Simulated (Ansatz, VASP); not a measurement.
**Au in VASP and in Ansatz**

```
Au
1.0
     0.00000    2.01250    2.11313
     2.01250    0.00000    2.11313
     2.01250    2.01250    0.00000
Au
1
Direct
  0.00000 0.00000 0.00000
```

Alike in both runs: task single point; functional PBE; k mesh 22 × 22 × 22; occupations gaussian, width 0.15 eV; no spin polarisation.

|  | VASP | Ansatz |
| --- | --- | --- |
| version | VASP 6.6.1 | Ansatz 0.2.0 |
| potentials or method | VASP PAW PBE potentials, release 64 (Au), cutoff 520 eV | scalar-relativistic, plane waves, PAW |
| valence electrons in the cell | 11 | 19 |

```csv
,VASP,Ansatz,Ansatz less VASP
gap on the k mesh at the Fermi level (eV),none,none,-
pressure (GPa),7.7,8.0,+0.22
"traceless stress, the component that is largest in VASP (GPa)",-1.28,-1.28,+0.008
```

A gap of «none» marks a metal or a gap that the smearing closes. VASP's potentials hold 11 valence electrons a cell and Ansatz's 19, so a difference there can come from the potentials and not from the codes.

Spin-orbit coupling is off throughout.
